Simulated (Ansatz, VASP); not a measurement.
# One calculation of MnO, two programs

The input POSCAR:

```
MnO
1.0
    0.0000000000      2.1938512115      2.1938512115
    2.1938512115      0.0000000000      2.1938512115
    2.1938512115      2.1938512115      0.0000000000
Mn O
1 1
Direct
    0.0000000000      0.0000000000      0.0000000000
    0.5000000000      0.5000000000      0.5000000000
```

File INCAR.step1:

```
SYSTEM = MnO
PREC = Accurate ; ENCUT = 520
EDIFF = 1E-5 ; ISMEAR = -1
SIGMA = 0.05 ; LREAL = .FALSE.
LASPH = .TRUE. ; NELM = 150
ALGO = Normal ; ISIF = 2
LWAVE = .TRUE. ; LCHARG = .FALSE.
ISPIN = 2 ; MAGMOM = 4 0
LORBIT = 11 ; LMAXMIX = 4
NBANDS = 20 ; GGA = PE
KPAR = 4
```

File INCAR.step2:

```
SYSTEM = MnO
PREC = Accurate ; ENCUT = 520
EDIFF = 1E-7 ; ISMEAR = -1
SIGMA = 0.05 ; LREAL = .FALSE.
LASPH = .TRUE. ; NELM = 150
ALGO = Normal ; ISIF = 2
LWAVE = .FALSE. ; LCHARG = .FALSE.
ISPIN = 2 ; MAGMOM = 4 0
LORBIT = 11 ; LMAXMIX = 4
GGA = PE ; LHFCALC = .TRUE.
HFSCREEN = 0.2079 ; PRECFOCK = Normal
NBANDS = 20 ; ISTART = 1
KPAR = 4
```

Contents of KPOINTS:

```
Automatic mesh
0
G
  6 6 6
  0 0 0
```

Contents of input:

```
crystal:
  lattice:
    - [0.0, 2.1938512115, 2.1938512115]
    - [2.1938512115, 0.0, 2.1938512115]
    - [2.1938512115, 2.1938512115, 0.0]
  atoms:
    - { symbol: Mn, position: [0.0, 0.0, 0.0], spin: 4.0 }
    - { symbol: O, position: [0.5, 0.5, 0.5] }
hamiltonian:
  xc: hse06
  pseudopotentials: { kind: paw }
magnetization:
  spin_polarized: true
kpoints:
  mp_grid: { grid: [6, 6, 6] }
scf:
  occupations: { method: fermi_dirac, width: 0.05 }
output:
  forces: true
  stress: true
  eigenvalues: true
  write_density: true
  write_potential: true
  elf: true
  volumetric_format: npy
```

Alike in both runs: task single point; functional HSE06; k mesh 6 × 6 × 6; occupations fermi-dirac, width 0.05 eV; collinear spin.

|  | VASP | Ansatz |
| --- | --- | --- |
| version | VASP 6.6.1 | Ansatz 0.2.0 |
| potentials or method | VASP PAW PBE potentials, release 64 (Mn_pv, O) | Ansatz PAW |
| plane-wave cutoff (eV) | 520 | 420 |
| valence electrons in the cell | 19 | 21 |

VASP gave:

* gap on the k mesh at the Fermi level (eV): 1.32
* least direct gap on the mesh (eV): 4.35
* pressure (GPa): 9.0
* net moment per atom (μB): 2.50
* size of the moment on the site where the two differ most (μB): 4.58

Task: Which values does Ansatz return?

Result: gap on the k mesh at the Fermi level (eV): 1.32; least direct gap on the mesh (eV): 4.35; pressure (GPa): 8.2; net moment per atom (μB): 2.50; size of the moment on the site where the two differ most (μB): 4.27.

Site moments also hang on the region over which each program counts them. VASP's potentials hold 19 valence electrons a cell and Ansatz's 21, so a difference there can come from the potentials and not from the codes.

Noted on Ansatz's run: the magnetic or orbital state may not be the lowest.
